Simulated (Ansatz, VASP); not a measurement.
# Two plane-wave programs on B5Ru3

Contents of INCAR:

```
SYSTEM = B5Ru3
PREC = Accurate
ENCUT = 520
EDIFF = 1E-7
ISMEAR = 0
SIGMA = 0.2
LREAL = .False.
LASPH = .True.
NELM = 100
ALGO = Normal
ISIF = 2
LWAVE = .False.
LCHARG = .False.
GGA = PE
NBANDS = 38
```

Contents of KPOINTS:

```
regular mesh
0
Gamma
  12 12 2
  0 0 0
```

POSCAR

```
B5Ru3
1.0
    2.9182089881      0.0000000000      0.0000000000
   -1.4591044941      2.5272431173      0.0000000000
    0.0000000000      0.0000000000     10.1075995307
B Ru
5 3
Direct
    0.3333333333      0.6666666667      0.6422579994
    0.6666666667      0.3333333333      0.7164380672
    0.3333333333      0.6666666667      0.3577420006
    0.6666666667      0.3333333333      0.2835619328
    0.0000000000      0.0000000000      0.0000000000
    0.3333333333      0.6666666667      0.8586354406
    0.3333333333      0.6666666667      0.1413645594
    0.6666666667      0.3333333333      0.5000000000
```

Input for Ansatz:

```yaml
crystal:
  lattice:
    - [2.9182089881, 0.0, 0.0]
    - [-1.4591044941, 2.5272431173, 0.0]
    - [0.0, 0.0, 10.1075995307]
  atoms:
    - { symbol: B, position: [0.3333333333, 0.6666666667, 0.6422579994] }
    - { symbol: B, position: [0.6666666667, 0.3333333333, 0.7164380672] }
    - { symbol: B, position: [0.3333333333, 0.6666666667, 0.3577420006] }
    - { symbol: B, position: [0.6666666667, 0.3333333333, 0.2835619328] }
    - { symbol: B, position: [0.0, 0.0, 0.0] }
    - { symbol: Ru, position: [0.3333333333, 0.6666666667, 0.8586354406] }
    - { symbol: Ru, position: [0.3333333333, 0.6666666667, 0.1413645594] }
    - { symbol: Ru, position: [0.6666666667, 0.3333333333, 0.5] }
basis:
  ecutwfc: 420
kpoints:
  mp_grid: { grid: [12, 12, 2] }
hamiltonian:
  xc: pbe
scf:
  occupations: { method: gaussian, width: 0.2 }
  lower_state_search: "off"
output:
  forces: true
  stress: true
  eigenvalues: true
```

Alike in both runs: task single point; functional PBE; k mesh 12 × 12 × 2; occupations gaussian, width 0.2 eV; no spin polarisation.

|  | VASP | Ansatz |
| --- | --- | --- |
| version | VASP 6.6.1 | Ansatz 0.2.0 |
| potentials or method | VASP PAW PBE potentials, release 64 (B, Ru_pv), cutoff 520 eV | scalar-relativistic, plane waves, PAW |
| valence electrons in the cell | 57 | 63 |

```tsv
	VASP	Ansatz	Ansatz less VASP
gap on the k mesh at the Fermi level (eV)	none	none	-
pressure (GPa)	0.0	0.1	+0.03
traceless stress, the component that is largest in VASP (GPa)	0.41	0.40	-0.011
rms of the force components (eV/Å)	0.008	0.009	+0.0007
```

Atom by atom the forces differ by 0.001 eV/Å (rms over components). A gap of «none» marks a metal or a gap that the smearing closes. VASP's potentials hold 57 valence electrons a cell and Ansatz's 63, so a difference there can come from the potentials and not from the codes.
